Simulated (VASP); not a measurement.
Here is a VASP 6.6.1 calculation.

File INCAR:

```
SYSTEM = TaN
ALGO = Normal ; EDIFF = 1E-6
ENCUT = 520 ; GGA = PE
ISIF = 2 ; ISMEAR = -1
LASPH = .True. ; LCHARG = .True.
LELF = .True. ; LREAL = .False.
LVHAR = .True. ; LWAVE = .False.
NBANDS = 15 ; NELM = 80
PREC = Accurate ; SIGMA = 0.05
```

File KPOINTS:

```
k-points
0
Gamma
  15 15 15
  0 0 0
```

Contents of POSCAR:

```
TaN
1.0
    2.6944337831      0.0000000000      0.0000000000
    0.0000000000      2.6944337831      0.0000000000
    0.0000000000      0.0000000000      2.6944337831
Ta N
1 1
Direct
    0.0000000000      0.0000000000      0.0000000000
    0.5000000000      0.5000000000      0.5000000000
```

Potentials or basis: VASP PAW PBE potentials, release 64 (Ta_pv, N).

Launch:

```sh
$ cat potpaw_PBE.64/Ta_pv/POTCAR potpaw_PBE.64/N/POTCAR > POTCAR
$ mpirun -np 1 vasp_std > vasp.out
```

(1) What does it give for the band gap on the k mesh?

(2) Estimate the pressure.

Results:

(1) zero (band 8 reaches 15.99 eV, above the bottom of band 9 at 7.18 eV).

(2) 23.1 GPa.

Caveat: spin-orbit coupling is left out, which moves the levels of the heavy elements.
